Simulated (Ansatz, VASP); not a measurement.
**MgCd3Te4 in VASP and in Ansatz**

```
Mg Cd Te
1.0
     4.66957    0.00000    0.00000
     0.00000    4.66957    0.00000
     0.00000    0.00000   13.13422
Mg Cd Te
1 3 4
Direct
  0.00000 0.00000 0.50000
  0.00000 0.00000 0.00000
  0.50000 0.50000 0.25248
  0.50000 0.50000 0.74752
  0.50000 0.00000 0.37928
  0.00000 0.50000 0.62072
  0.50000 0.00000 0.87378
  0.00000 0.50000 0.12622
```

Alike in both runs: functional PBE; k mesh 6 × 6 × 2; occupations gaussian, width 0.02 eV; no spin polarisation.

Ansatz relaxed the structure, and its values are those at the end. VASP's run is a single point on that final structure, the one shown.

```csv
,VASP,Ansatz
version,VASP 6.6.1,Ansatz 0.2.0
potentials or method,"VASP PAW PBE potentials, release 64 (Mg, Cd, Te), cutoff 520 eV","scalar-relativistic, plane waves, PAW"
valence electrons in the cell,62,134
```

```tsv
	VASP	Ansatz	Ansatz less VASP
gap on the k mesh at the Fermi level (eV)	0.96	0.96	+0.003
least direct gap on the mesh (eV)	0.96	0.96	+0.003
pressure (GPa)	0.1	0.0	-0.07
rms of the force components (eV/Å)	0.005	0.000	-0.0047
```

VASP's potentials hold 62 valence electrons a cell and Ansatz's 134, so a difference there can come from the potentials and not from the codes.

Neither program's run includes spin-orbit coupling.
